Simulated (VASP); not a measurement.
A run of VASP 6.6.1 is set up as follows.

INCAR

```
SYSTEM = Ru
  PREC = Accurate
  ENCUT = 520
  EDIFF = 1E-6
  ISMEAR = -1
  SIGMA = 0.05
  LREAL = .FALSE.
  LASPH = .TRUE.
  NELM = 60
  ALGO = Normal
  ISIF = 2
  LWAVE = .FALSE.
  LCHARG = .FALSE.
  GGA = PE
  NBANDS = 21
```

File KPOINTS:

```
Automatic mesh
0
G
  16 16 9
  0 0 0
```

File POSCAR:

```
Ru
1.0
    2.7758475808      0.0000000000      0.0000000000
   -1.3879237904      2.4039545220      0.0000000000
    0.0000000000      0.0000000000      4.3725551357
Ru
2
Direct
    0.3333333333      0.6666666667      0.2500000000
    0.6666666667      0.3333333333      0.7500000000
```

Potentials or basis: VASP PAW PBE potentials, release 64 (Ru_pv).

Command:

```console
$ cat potpaw_PBE.64/Ru_pv/POTCAR > POTCAR
$ mpirun -np 1 vasp_std > vasp.out
```

Problem. Predict the pressure.

Solution. -15.9 GPa.

Problem. Predict the band gap on the k mesh.

Solution. Zero (band 14 reaches 12.96 eV, above the bottom of band 15 at 10.16 eV).

Stress tensor (GPa, compression positive):
```
-15.51   0.00   0.00
  0.00 -15.51   0.00
  0.00   0.00 -16.58
```
